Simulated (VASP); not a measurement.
# InSb (rocksalt type) in VASP: notebook

The runs below take InSb (rocksalt type) through single point, with PBE.

All numbers are computed with VASP 6.6.1; they aren't measurements. Logs are shortened: lines on timing, memory, paths and dates and some standing lists are left out, and cuts for length are marked.

## (1) The cell of the first run

It takes space group Fm-3m (No. 225, cubic). Conventional cell: a = 6.150 Å, b = 6.150 Å, c = 6.150 Å, α = 90.00°, β = 90.00°, γ = 90.00°. In (site symmetry m-3m) has 6 Sb at 3.08 Å within 4.0 Å. Sb (site symmetry m-3m) has 6 In at 3.08 Å within 4.0 Å.

## (2) Single point, PBE

INCAR reads:

```
ALGO = Normal
EDIFF = 1E-7
ENCUT = 520
GGA = PE
ISIF = 2
ISMEAR = -1
LASPH = T
LCHARG = F
LREAL = F
LWAVE = F
NBANDS = 16
NELM = 100
PREC = Accurate
SIGMA = 0.08
```

KPOINTS reads:

```
k-points
0
Gamma
  12 12 12
```

POSCAR reads:

```
InSb
1.0
    0.0000000000      3.0751755306      3.0751755306
    3.0751755306      0.0000000000      3.0751755306
    3.0751755306      3.0751755306      0.0000000000
In Sb
1 1
Direct
    0.0000000000      0.0000000000      0.0000000000
    0.5000000000      0.5000000000      0.5000000000
```

Potentials or basis: VASP PAW PBE potentials, release 64 (In_d, Sb).

Launch:

```sh
cat potpaw_PBE.64/In_d/POTCAR potpaw_PBE.64/Sb/POTCAR > POTCAR
mpirun -np 1 vasp_std > vasp.out
```

OUTCAR:

```text
EDIFF = 1E-7
   ENCUT = 520
   GGA = PE
   ISIF = 2
   ISMEAR = -1
   LASPH = T
   LREAL = F
   NELM = 100
   PREC = Accurate

 ion  position               nearest neighbor table
   1  0.000  0.000  0.000-   2 3.08   2 3.08   2 3.08   2 3.08   2 3.08   2 3.08
   2  0.500  0.500  0.500-   1 3.08   1 3.08   1 3.08   1 3.08   1 3.08   1 3.08

  LATTYP: Found a face centered cubic cell.
 ALAT       =     6.1503510612

  Lattice vectors:

 A1 = (   0.0000000000,   3.0751755306,   3.0751755306)
 A2 = (   3.0751755306,   0.0000000000,   3.0751755306)
 A3 = (   3.0751755306,   3.0751755306,   0.0000000000)

Analysis of symmetry for initial positions (statically):
=====================================================================
 Subroutine PRICEL returns:
 Original cell was already a primitive cell.

 Routine SETGRP: Setting up the symmetry group for a
 face centered cubic supercell.

 Subroutine GETGRP returns: Found 48 space group operations
 (whereof 48 operations were pure point group operations)
 out of a pool of 48 trial point group operations.

The static configuration has the point symmetry O_h .

Analysis of symmetry for dynamics (positions and initial velocities):
=====================================================================
 Subroutine PRICEL returns:
 Original cell was already a primitive cell.

 Routine SETGRP: Setting up the symmetry group for a
 face centered cubic supercell.

 Subroutine GETGRP returns: Found 48 space group operations
 (whereof 48 operations were pure point group operations)
 out of a pool of 48 trial point group operations.

The dynamic configuration has the point symmetry O_h .

 Subroutine INISYM returns: Found 48 space group operations
 (whereof 48 operations are pure point group operations),
 and found     1 'primitive' translations

----------------------------------------------------------------------------------------

                                     Primitive cell

  volume of cell :      58.1621

  direct lattice vectors                    reciprocal lattice vectors
     0.000000000  3.075175531  3.075175531    -0.162592345  0.162592345  0.162592345
     3.075175531  0.000000000  3.075175531     0.162592345 -0.162592345  0.162592345
     3.075175531  3.075175531  0.000000000     0.162592345  0.162592345 -0.162592345

  length of vectors
[... 79 lines left out ...]
   LASPH  =      T    aspherical Exc in radial PAW
   ENCUT  =  520.0 eV  38.22 Ry    6.18 a.u.   8.09  8.09  8.09*2*pi/ulx,y,z
   NELM   =    100;   NELMIN=  2; NELMDL= -5     # of ELM steps
   EDIFF  = 0.1E-06   stopping-criterion for ELM
   LREAL  =      F    real-space projection
   EDIFFG = 0.1E-05   stopping-criterion for IOM
   NSW    =      0    number of steps for IOM
   IBRION =     -1    ionic relax: 0-MD 1-quasi-New 2-CG
   NFREE  =      0    steps in history (QN), initial steepest desc. (CG)
   ISIF   =      2    stress and relaxation
   ISYM   =      2    0-nonsym 1-usesym 2-fastsym
   POTIM  = 0.5000    time-step for ionic-motion
   TEBEG  =    0.0;   TEEND  =   0.0 temperature during run
   PSTRESS=    0.0 pullay stress
   NELECT =      18.0000    total number of electrons
   NUPDOWN=      -1.0000    fix difference up-down
   EMIN   =  10.00;   EMAX   =-10.00  energy-range for DOS
   EFERMI =   0.00;   METHOD = LEGACY
   ISMEAR =    -1;   SIGMA  =   0.08  broadening in eV -4-tet -1-fermi 0-gaus
   EFERMI_NEDOS =   21; number of points for ismear=-14 and -15
   IALGO  =     38    algorithm
   IMIX   =      4    mixing-type and parameters
     AMIX     =   0.40;   BMIX     =  1.00
     AMIX_MAG =   1.60;   BMIX_MAG =  1.00
  volume/ion in A,a.u.               =      29.08       196.25
  Fermi-wavevector in a.u.,A,eV,Ry     =   1.107352  2.092592 16.683856  1.226229
  Thomas-Fermi vector in A             =   2.243865
   LORBIT       =      0    0 simple, 1 ext, 2 COOP (PROOUT), +10 PAW based schemes
   GGA     = PE    functional components
   LHFCALC =     F    Hartree Fock is set to
   AEXX    =    0.0000 exact exchange contribution
   IVDW    =     0    specifies the selected vdW correction
   LEPSILON=     F    determine dielectric tensor
   LRPA    =     F    only Hartree local field effects (RPA)
 non-spin polarized calculation
  energy-cutoff  :      520.00
  volume of cell :       58.16
 maximum number of plane-waves:      1592
   NGX = 17   NGY = 17   NGZ = 17

 number of electron      18.0000005 magnetization

 Free energy of the ion-electron system (eV)
  ---------------------------------------------------
  ext. energy  EPLUGINS =         0.00000000
  ---------------------------------------------------
  free energy    TOTEN  =        -6.67711487 eV

  energy without entropy =       -6.64979160  energy(sigma->0) =       -6.66345324

 E-fermi :   6.5469     XC(G=0):  -9.7013

 val. band max:        6.5304017097   @ k =   0.5000   0.0833   0.0000
 cond. band min:       6.5593159748   @ k =   0.1667   0.0000   0.0000
 fundamental gap:      0.0289142651
 Fermi energy:         6.5468833616

 k-point     1 :       0.0000    0.0000    0.0000
  band No.  band energies     occupation
      1      -7.8459      2.00000
      2      -7.8459      2.00000
      3      -7.8175      2.00000
      4      -7.8175      2.00000
      5      -7.8175      2.00000
      6      -4.3212      2.00000
[... 433 lines left out ...]
      3      -7.8134      2.00000
      4      -7.7962      2.00000
      5      -7.7893      2.00000
      6      -2.3729      2.00000
[... 8 lines left out ...]
     15      15.7385      0.00000
     16      15.8351      0.00000

 [... further k-points ...]

------------------------ aborting loop because EDIFF is reached ----------------------------------------

  FORCE on cell =-STRESS in cart. coord.  units (eV):
  Direction    XX          YY          ZZ          XY          YZ          ZX
  --------------------------------------------------------------------------------------
  -------------------------------------------------------------------------------------
  Total       -0.0124581     -0.0124581     -0.0124581      0.0000000     -0.0000000      0.0000000
  in kB       -0.3431817     -0.3431817     -0.3431817      0.0000000     -0.0000000      0.0000000
  external PRESSURE =      -0.3431817 kB  Pullay stress =       0.0000000 kB

 VOLUME and BASIS-vectors are now :
 -----------------------------------------------------------------------------
  energy-cutoff  :      520.00
  volume of cell :       58.16
      direct lattice vectors                 reciprocal lattice vectors
     0.000000000  3.075175531  3.075175531    -0.162592345  0.162592345  0.162592345
     3.075175531  0.000000000  3.075175531     0.162592345 -0.162592345  0.162592345
     3.075175531  3.075175531  0.000000000     0.162592345  0.162592345 -0.162592345

 POSITION                                       TOTAL-FORCE (eV/Angst)
 -----------------------------------------------------------------------------------
      0.00000      0.00000      0.00000         0.000000      0.000000      0.000000
      3.07518      3.07518      3.07518        -0.000000     -0.000000     -0.000000
 -----------------------------------------------------------------------------------
    total drift:                                0.000000     -0.000000     -0.000000

  FREE ENERGIE OF THE ION-ELECTRON SYSTEM (eV)
  ---------------------------------------------------
  free  energy   TOTEN  =        -6.6771148745 eV

  energy  without entropy=       -6.6497915961  energy(sigma->0) =       -6.66345324
```

stdout:

```text
POSCAR found type information on POSCAR InSb
 POSCAR found :  2 types and       2 ions
 scaLAPACK will be used
 LDA part: xc-table for (Slater+PW92), standard interpolation
 POSCAR, INCAR and KPOINTS ok, starting setup
 FFT: planning ... GRIDC
 FFT: planning ... GRID_SOFT
 FFT: planning ... GRID
 WAVECAR not read
 entering main loop
```

It took 84 s on 1 thread of AMD EPYC 9R45, shared host; peak memory 0.19 GiB.

Results:

| Item | Value |
| --- | --- |
| Free energy | -6.6771 eV |
| Pressure | 0.0 GPa |
| Band gap on the k mesh | zero (band 9 reaches 7.14 eV, above the bottom of band 10 at 4.48 eV) |

Caveat: spin-orbit coupling is left out, which moves the levels of the heavy elements.

## (3) Single point, PBE (z stretched by -1 % at fixed volume)

INCAR reads:

```
SYSTEM = InSb
PREC = Accurate
ENCUT = 520
EDIFF = 1E-6
ISMEAR = -1
SIGMA = 0.08
LREAL = .FALSE.
LASPH = .TRUE.
NELM = 100
ALGO = Normal
ISIF = 2
LWAVE = .FALSE.
LCHARG = .FALSE.
GGA = PE
NBANDS = 16
```

KPOINTS reads:

```
regular mesh
0
G
  12 12 12
  0 0 0
```

POSCAR reads:

```
InSb
1.0
    0.0000000000      3.0906676970      3.0444237753
    3.0906676970      0.0000000000      3.0444237753
    3.0906676970      3.0906676970      0.0000000000
In Sb
1 1
Direct
    0.0000000000      0.0000000000      0.0000000000
    0.5000000000      0.5000000000      0.5000000000
```

Potentials or basis: VASP PAW PBE potentials, release 64 (In_d, Sb).

Launch:

```sh
cat potpaw_PBE.64/In_d/POTCAR potpaw_PBE.64/Sb/POTCAR > POTCAR
mpirun -np 1 vasp_std > vasp.out
```

It took 3.3 min on 1 thread of AMD EPYC 9R45, shared host; peak memory 0.27 GiB.

The run converged. Its results:

* Free energy: -6.6747 eV
* Pressure: 0.0 GPa
* Band gap on the k mesh: zero (band 9 reaches 7.14 eV, above the bottom of band 10 at 4.44 eV)

Stress tensor (GPa, compression positive):
```
-0.46  0.00  0.00
 0.00 -0.46  0.00
 0.00  0.00  0.86
```

Levels at points of the mesh, in eV from the Fermi level:
```
           k point  band 6  band 7  band 8  band 9  band 10  band 11  band 12  band 13
(0.00, 0.00, 0.00)  -10.87   -0.51   -0.13    0.02     0.02     5.89     5.89     6.14
(0.50, 0.00, 0.00)   -9.11   -6.33    0.31    0.38     2.17     2.43     2.55     3.22
(0.50, 0.50, 0.00)   -8.35   -4.35   -3.42   -2.11    -2.11     3.23     8.15     8.15
(0.50, 0.00, 0.50)   -8.48   -4.34   -3.28   -2.13    -1.97     3.29     7.98     8.44
```

Caveat: spin-orbit coupling is left out, which moves the levels of the heavy elements.
